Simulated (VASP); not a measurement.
Wanted: the native input for a VASP 6.6.1 run.

| Quantity | Value |
| --- | --- |
| Task | single point |
| Functional | PBEsol |
| Potentials or basis | VASP PAW PBE potentials, release 64 (As) |
| Cutoff | 520 eV |
| k mesh | 11 × 11 × 11 |
| Occupations | fermi-dirac, width 0.08 eV |
| Spin | no spin polarisation |
| Dipole correction | no |
| Further INCAR settings | ALGO = Normal; EDIFF = 1e-06; NBANDS = 12 |

The structure of As lies in POSCAR:

```
As
1.0
    0.0000000000      2.5313599391      2.5313599391
    2.5313599391      0.0000000000      2.5313599391
    2.5313599391      2.5313599391      0.0000000000
As
2
Direct
   -0.1250000000     -0.1250000000     -0.1250000000
    0.1250000000      0.1250000000      0.1250000000
```

This cell differs from its parent crystal: volume scaled by 0.6.

One way to write it, as run:

INCAR

```
SYSTEM = As
  PREC = Accurate
  ENCUT = 520
  EDIFF = 1E-6
  ISMEAR = -1
  SIGMA = 0.08
  LREAL = .False.
  LASPH = .True.
  NELM = 80
  ALGO = Normal
  ISIF = 2
  LWAVE = .False.
  LCHARG = .False.
  GGA = PS
  NBANDS = 12
```

KPOINTS

```
regular mesh
0
Gamma
  11 11 11
  0 0 0
```

Potentials or basis: VASP PAW PBE potentials, release 64 (As).

Command:

```console
$ cat potpaw_PBE.64/As/POTCAR > POTCAR
$ mpirun -np 1 vasp_std > vasp.out
```

Results of the run:

```json
{
  "Pressure": "72.1 GPa",
  "Band gap on the k mesh": "zero (band 5 reaches 10.08 eV, above the bottom of band 6 at 7.16 eV)"
}
```

Caveat: the PAW data sets were made with another functional, which shifts forces and pressure a little.

Run time: 16 s on 1 thread of Intel(R) Xeon(R) Platinum 8488C (Sapphire Rapids), with other jobs on the host, peak memory 0.16 GiB.
